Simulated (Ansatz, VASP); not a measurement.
# One calculation of CsP4, two programs

```
Cs P
1.0
     3.77696    0.00000    0.00000
     0.00000    3.77696    0.00000
     0.00000    0.00000    7.96702
Cs P
1 4
Direct
  0.00000 0.00000 0.00000
  0.50000 0.00000 0.36216
  0.00000 0.50000 0.63784
  0.50000 0.00000 0.63784
  0.00000 0.50000 0.36216
```

Change from the starting cell: ordered vacancies on the cation sites of fluorite (P4/mmm, No. 123).

Alike in both runs: functional PBE; k mesh 4 × 4 × 2; occupations gaussian, width 0.1 eV; no spin polarisation.

Ansatz relaxed the structure, and its values are those at the end. VASP's run is a single point on that final structure, the one shown.

|  | VASP | Ansatz |
| --- | --- | --- |
| version | VASP 6.6.1 | Ansatz 0.2.0 |
| potentials or method | VASP PAW PBE potentials, release 64 (Cs_sv, P), cutoff 520 eV | scalar-relativistic, plane waves, PAW |
| valence electrons in the cell | 29 | 29 |

```tsv
	VASP	Ansatz	Ansatz less VASP
gap on the k mesh at the Fermi level (eV)	none	none	-
pressure (GPa)	0.0	0.0	+0.02
rms of the force components (eV/Å)	0.018	0.016	-0.0015
```

A gap of «none» marks a metal or a gap that the smearing closes. The functional is the same, so the differences come from potentials, cutoffs and numerics.

The k mesh is coarse, so the values compare programs but aren't converged. Spin-orbit coupling is off throughout.
